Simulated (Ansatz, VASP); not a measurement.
**Lu in VASP and in Ansatz**

The input INCAR:

```
PREC = Accurate ; ENCUT = 520
EDIFF = 1E-7 ; ISMEAR = -1
SIGMA = 0.1 ; LREAL = False
LASPH = True ; NELM = 60
ALGO = Normal ; ISIF = 2
LWAVE = False ; LCHARG = True
GGA = RP ; LELF = True
LVHAR = True ; NBANDS = 32
```

The input KPOINTS:

```
Automatic mesh
0
Gamma
  8 8 8
```

POSCAR

```
Lu
1.0
    0.0000000000      3.6280270113      3.6280270113
    3.6280270113      0.0000000000      3.6280270113
    3.6280270113      3.6280270113      0.0000000000
Lu
2
Direct
    0.1250000000      0.1250000000      0.1250000000
    0.8750000000      0.8750000000      0.8750000000
```

Input for Ansatz:

```yaml
crystal:
  lattice:
    - [0.0, 3.6280270113, 3.6280270113]
    - [3.6280270113, 0.0, 3.6280270113]
    - [3.6280270113, 3.6280270113, 0.0]
  atoms:
    - { symbol: Lu, position: [0.125, 0.125, 0.125] }
    - { symbol: Lu, position: [0.875, 0.875, 0.875] }
hamiltonian:
  xc: rpbe
  pseudopotentials:
    kind: paw
    azcp:
      Lu: "pseudopotentials/Lu.paw.azcp"
basis:
  ecutwfc: 420
  fft_grid_basis: typed
kpoints:
  mp_grid: { grid: [8, 8, 8], shift: [0, 0, 0] }
magnetization:
  spin_polarized: false
scf:
  occupations: { method: fermi_dirac, width: 0.1 }
  lower_state_search: "off"
output:
  stress: true
```

Alike in both runs: task single point; functional RPBE; k mesh 8 × 8 × 8; occupations fermi-dirac, width 0.1 eV; no spin polarisation.

|  | VASP | Ansatz |
| --- | --- | --- |
| version | VASP 6.6.1 | Ansatz 0.2.0 |
| potentials or method | VASP PAW PBE potentials, release 64 (Lu), cutoff 520 eV | plane waves (420 eV) with PAW, scalar-relativistic |
| valence electrons in the cell | 50 | 50 |

|  | VASP | Ansatz | Ansatz less VASP |
| --- | --- | --- | --- |
| pressure (GPa) | 1.7 | 1.7 | 0.00 |

VASP's potentials were made for PBE, not for RPBE.

Spin-orbit coupling is off throughout.
